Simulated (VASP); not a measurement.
Set up this calculation in VASP 6.6.1, as the native input.

```
Task                   : single point
Functional             : r2SCAN
Potentials or basis    : VASP PAW PBE potentials, release 64 (W_sv, S)
Cutoff                 : 550 eV
k mesh                 : 8 × 8 × 1
Occupations            : gaussian, width 0.1 eV
Spin                   : no spin polarisation
Dipole correction      : no
Further INCAR settings : ALGO = Normal; EDIFF = 1e-06; NBANDS = 35
```

WS2, a slab with vacuum:

```
W S
1.0
     3.18321    0.00000    0.00000
    -1.59160    2.75674    0.00000
     0.00000    0.00000   23.66876
W S
2 4
Direct
  0.33333 0.66667 0.63732
  0.66667 0.33333 0.36268
  0.33333 0.66667 0.29682
  0.66667 0.33333 0.70318
  0.66667 0.33333 0.57144
  0.33333 0.66667 0.42856
```

One way to write it, as run:

POSCAR

```
WS2
1.0
    3.1832085600      0.0000000000      0.0000000000
   -1.5916042800      2.7567394785      0.0000000000
    0.0000000000      0.0000000000     23.6687632500
W S
2 4
Direct
    0.3333333333      0.6666666667      0.6373175400
    0.6666666667      0.3333333333      0.3626824600
    0.3333333333      0.6666666667      0.2968161100
    0.6666666667      0.3333333333      0.7031838900
    0.6666666667      0.3333333333      0.5714418300
    0.3333333333      0.6666666667      0.4285581700
```

INCAR.step1

```
ALGO = Normal
EDIFF = 1E-5
ENCUT = 550
GGA = PE
GGA_COMPAT = F
ISMEAR = 0
LASPH = T
LCHARG = F
LREAL = F
LWAVE = T
NBANDS = 35
NELM = 120
PREC = Accurate
SIGMA = 0.1
```

INCAR.step2

```
ALGO = Normal
EDIFF = 1E-6
ENCUT = 550
GGA_COMPAT = F
ISIF = 2
ISMEAR = 0
ISTART = 1
LASPH = T
LCHARG = F
LMIXTAU = T
LREAL = F
LWAVE = F
METAGGA = R2SCAN
NBANDS = 35
NELM = 120
PREC = Accurate
SIGMA = 0.1
```

KPOINTS

```
k-points
0
Gamma
  8 8 1
```

Potentials or basis: VASP PAW PBE potentials, release 64 (W_sv, S).

Launch:

```console
$ cat potpaw_PBE.64/W_sv/POTCAR potpaw_PBE.64/S/POTCAR > POTCAR
$ cp INCAR.step1 INCAR
$ mpirun -np 1 vasp_std > vasp.out
$ cp INCAR.step2 INCAR
$ mpirun -np 1 vasp_std > vasp.out
```

Results of the run:

| Quantity | Value |
| --- | --- |
| Largest force | 0.012 eV/Å |
| Band gap on the k mesh | 1.85 eV (least direct gap 2.36 eV) |

Caveat: the PAW data sets were made with another functional, which shifts forces and pressure a little; spin-orbit coupling is left out, which moves the levels of the heavy elements.

Wall time 6.7 min on 1 thread of AMD EPYC 7R43 64-Core Processor (Zen 3) (shared host), peak memory 0.35 GiB.
